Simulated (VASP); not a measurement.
SrO, 4 atoms in the cell. The structure is hexagonal, space group P6_3/mmc (No. 194). Conventional cell: a = 3.553 Å, b = 3.553 Å, c = 6.217 Å, α = 90.00°, β = 90.00°, γ = 120.00°. Within 3.4 Å of Sr (site symmetry -6m2) lie 6 O at 2.57 Å. Within 3.4 Å of O (site symmetry -3m) lie 6 Sr at 2.57 Å and 2 O at 3.11 Å. 

| Quantity | Value |
| --- | --- |
| Program | VASP 6.6.1 |
| Task | single point |
| Functional | LDA |
| Potentials or basis | VASP PAW LDA potentials, release 64 (Sr_sv, O) |
| Cutoff | 520 eV |
| k mesh | 9 × 9 × 5 |
| Occupations | fermi-dirac, width 0.05 eV |
| Spin | no spin polarisation |
| Dipole correction | no |
| Further INCAR settings | ALGO = Normal; EDIFF = 1e-06; NBANDS = 24 |

Potentials or basis: VASP PAW LDA potentials, release 64 (Sr_sv, O).

The run is started by

```bash
$ cat potpaw_LDA.64/Sr_sv/POTCAR potpaw_LDA.64/O/POTCAR > POTCAR
$ mpirun -np 1 vasp_std > vasp.out
```

Hardware: 1 thread of Intel(R) Xeon(R) 6975P-C (Granite Rapids), with other jobs on the host.

How long does it take, and how much memory?

Wall time 25 s on 1 thread of Intel(R) Xeon(R) 6975P-C (Granite Rapids), with other jobs on the host, peak memory 0.18 GiB. Counts: scf iterations 14, k points 36.
